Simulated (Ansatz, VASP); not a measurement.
Be in VASP and in Ansatz

```
Be
1.0
     2.19267    0.00000    0.00000
    -1.09634    1.89891    0.00000
     0.00000    0.00000    6.98308
Be
4
Direct
  0.00000 0.00000 0.00000
  0.00000 0.00000 0.50000
  0.33333 0.66667 0.25000
  0.66667 0.33333 0.75000
```

Alike in both runs: task single point; functional r2SCAN; k mesh 18 × 18 × 5; occupations fermi-dirac, width 0.1 eV; no spin polarisation.

|  | VASP | Ansatz |
| --- | --- | --- |
| version | VASP 6.6.1 | Ansatz 0.2.0 |
| potentials or method | VASP PAW PBE potentials, release 64 (Be), cutoff 520 eV | plane waves (500 eV) with PAW, scalar-relativistic |
| valence electrons in the cell | 8 | 8 |

Ansatz gave:

```
pressure (GPa)                                                : 11.9
traceless stress, the component that is largest in VASP (GPa) : 1.69
```

Problem. Estimate VASP's values.

Solution. Pressure (GPa): 12.1; traceless stress, the component that is largest in VASP (GPa): 1.75.

VASP's potentials were made for PBE, not for r2SCAN. With one functional, cell and mesh, what is left measures potentials, basis and numerics.
